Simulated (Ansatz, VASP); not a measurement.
## C in VASP and in Ansatz

POSCAR

```
C
1.0
    2.5220988435      0.0000000000      0.0000000000
   -1.2610494217      2.1842016693      0.0000000000
    0.0000000000      0.0000000000      8.2371000000
C
8
Direct
    0.0000000000      0.0000000000      0.0937500000
    0.0000000000      0.0000000000      0.5937500000
    0.0000000000      0.0000000000      0.4062500000
    0.0000000000      0.0000000000      0.9062500000
    0.3333333333      0.6666666667      0.1562500000
    0.6666666667      0.3333333333      0.6562500000
    0.3333333333      0.6666666667      0.3437500000
    0.6666666667      0.3333333333      0.8437500000
```

File INCAR.step1:

```
ALGO     = Normal         # electronic algorithm
EDIFF    = 1E-4           # SCF threshold, eV
ENCUT    = 600            # plane-wave cutoff, eV
GGA      = PE             # functional
ISMEAR   = 0              # smearing method
LASPH    = True           # aspherical terms in the spheres
LCHARG   = False          # write CHGCAR
LREAL    = False          # projectors in reciprocal space
LWAVE    = True           # write WAVECAR
NELM     = 100            # most SCF steps
PREC     = Accurate       # precision mode
SIGMA    = 0.02           # smearing width, eV
```

The input INCAR.step2:

```
ALGO     = Normal         # electronic algorithm
EDIFF    = 1E-6           # SCF threshold, eV
EDIFFG   = -0.005         # ionic threshold
ENCUT    = 600            # plane-wave cutoff, eV
IBRION   = 2              # ionic algorithm
ISIF     = 3              # what is computed and relaxed
ISMEAR   = 0              # smearing method
ISTART   = 1            
LASPH    = True           # aspherical terms in the spheres
LCHARG   = False          # write CHGCAR
LMIXTAU  = True         
LREAL    = False          # projectors in reciprocal space
LWAVE    = False          # write WAVECAR
METAGGA  = R2SCAN         # meta-GGA
NELM     = 100            # most SCF steps
NSW      = 100            # ionic steps
PREC     = Accurate       # precision mode
SIGMA    = 0.02           # smearing width, eV
```

KPOINTS

```
k-points
0
Gamma
  12 12 4
```

Input for Ansatz:

```yaml
crystal:
  lattice:
    - [2.5220988435, 0.0, 0.0]
    - [-1.2610494217, 2.1842016693, 0.0]
    - [0.0, 0.0, 8.2371]
  atoms:
    - { symbol: C, position: [0.0, 0.0, 0.09375] }
    - { symbol: C, position: [0.0, 0.0, 0.59375] }
    - { symbol: C, position: [0.0, 0.0, 0.40625] }
    - { symbol: C, position: [0.0, 0.0, 0.90625] }
    - { symbol: C, position: [0.3333333333, 0.6666666667, 0.15625] }
    - { symbol: C, position: [0.6666666667, 0.3333333333, 0.65625] }
    - { symbol: C, position: [0.3333333333, 0.6666666667, 0.34375] }
    - { symbol: C, position: [0.6666666667, 0.3333333333, 0.84375] }
basis:
  ecutwfc: 500
kpoints:
  mp_grid: { grid: [12, 12, 4] }
hamiltonian:
  xc: r2scan
scf:
  occupations: { method: gaussian, width: 0.02 }
output:
  forces: true
  stress: true
  eigenvalues: true
  write_density: true
  write_potential: true
  elf: true
  volumetric_format: npy
relax:
  adjacent_minimum: "off"
  f_tol: 0.005
  max_steps: 80
  cell: { stress_tol: 0.05 }
```

Alike in both runs: task relaxation of cell and atoms; functional r2SCAN; k mesh 12 × 12 × 4; occupations gaussian, width 0.02 eV; no spin polarisation.

```csv
,VASP,Ansatz
version,VASP 6.6.1,Ansatz 0.2.0
potentials or method,"VASP PAW PBE potentials, release 64 (C), cutoff 600 eV","scalar-relativistic, plane waves, PAW"
valence electrons in the cell,32,32
```

VASP gave:

| Item | Value |
| --- | --- |
| gap on the k mesh at the Fermi level, each at its own relaxed structure (eV) | 4.77 |
| relaxed volume (Å³/atom) | 5.65 |
| relaxed cell length with the largest relative difference (Å) | 2.510 |

**Question.** Estimate Ansatz's values.

**Answer.** gap on the k mesh at the Fermi level, each at its own relaxed structure (eV): 4.80; relaxed volume (Å³/atom): 5.65; relaxed cell length with the largest relative difference (Å): 2.510.

VASP's potentials were made for PBE, not for r2SCAN.
